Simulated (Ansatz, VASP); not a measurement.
Si4C in VASP and in Ansatz

INCAR

```
ALGO     = Normal         # electronic algorithm
EDIFF    = 1E-6           # SCF threshold, eV
EDIFFG   = -0.01          # ionic threshold
ENCUT    = 600            # plane-wave cutoff, eV
GGA      = PE             # functional
IBRION   = 2              # ionic algorithm
ISIF     = 3              # what is computed and relaxed
ISMEAR   = 0              # smearing method
LASPH    = T              # aspherical terms in the spheres
LCHARG   = F              # write CHGCAR
LREAL    = F              # projectors in reciprocal space
LWAVE    = F              # write WAVECAR
NELM     = 60             # most SCF steps
NSW      = 100            # ionic steps
PREC     = Accurate       # precision mode
SIGMA    = 0.02           # smearing width, eV
```

KPOINTS

```
k-points
0
Gamma
  6 6 6
```

POSCAR

```
Si4C
1.0
   -3.9800032209      3.9800032209      2.5176655094
    3.9800032209     -3.9800032209      2.5176655094
    3.9800032209      3.9800032209     -2.5176655094
Si C
8 2
Direct
    0.2991375831      0.0280177780      0.9056728646
    0.6065352815      0.7008624169      0.7288801949
    0.6276550866      0.8565352815      0.4056728646
    0.1223449134      0.3934647185      0.0943271354
    0.1434647185      0.5491375831      0.7711198051
    0.9719822220      0.8776550866      0.2711198051
    0.4508624169      0.2219822220      0.5943271354
    0.7780177780      0.3723449134      0.2288801949
    0.0000000000      0.0000000000      0.0000000000
    0.7500000000      0.2500000000      0.5000000000
```

Input for Ansatz:

```yaml
crystal:
  lattice:
    - [-3.9800032209, 3.9800032209, 2.5176655094]
    - [3.9800032209, -3.9800032209, 2.5176655094]
    - [3.9800032209, 3.9800032209, -2.5176655094]
  atoms:
    - { symbol: Si, position: [0.2991375831, 0.028017778, 0.9056728646] }
    - { symbol: Si, position: [0.6065352815, 0.7008624169, 0.7288801949] }
    - { symbol: Si, position: [0.6276550866, 0.8565352815, 0.4056728646] }
    - { symbol: Si, position: [0.1223449134, 0.3934647185, 0.0943271354] }
    - { symbol: Si, position: [0.1434647185, 0.5491375831, 0.7711198051] }
    - { symbol: Si, position: [0.971982222, 0.8776550866, 0.2711198051] }
    - { symbol: Si, position: [0.4508624169, 0.221982222, 0.5943271354] }
    - { symbol: Si, position: [0.778017778, 0.3723449134, 0.2288801949] }
    - { symbol: C, position: [0.0, 0.0, 0.0] }
    - { symbol: C, position: [0.75, 0.25, 0.5] }
basis:
  ecutwfc: 420
kpoints:
  mp_grid: { grid: [6, 6, 6] }
hamiltonian:
  xc: pbe
scf:
  occupations: { method: gaussian, width: 0.02 }
output:
  forces: true
  stress: true
  eigenvalues: true
relax:
  adjacent_minimum: "off"
  f_tol: 0.01
  max_steps: 80
  cell: { stress_tol: 0.05 }
```

Alike in both runs: task relaxation of cell and atoms; functional PBE; k mesh 6 × 6 × 6; occupations gaussian, width 0.02 eV; no spin polarisation.

|  | VASP | Ansatz |
| --- | --- | --- |
| version | VASP 6.6.1 | Ansatz 0.2.0 |
| potentials or method | VASP PAW PBE potentials, release 64 (Si, C), cutoff 600 eV | scalar-relativistic, plane waves, PAW |
| valence electrons in the cell | 40 | 40 |

VASP gave:

| Item | Value |
| --- | --- |
| gap on the k mesh at the Fermi level, each at its own relaxed structure (eV) | 0.83 |
| relaxed volume (Å³/atom) | 15.92 |
| relaxed cell length with the largest relative difference (Å) | 6.155 |

Q: Which values does Ansatz return?

A: gap on the k mesh at the Fermi level, each at its own relaxed structure (eV): 0.83; relaxed volume (Å³/atom): 15.93; relaxed cell length with the largest relative difference (Å): 6.157.
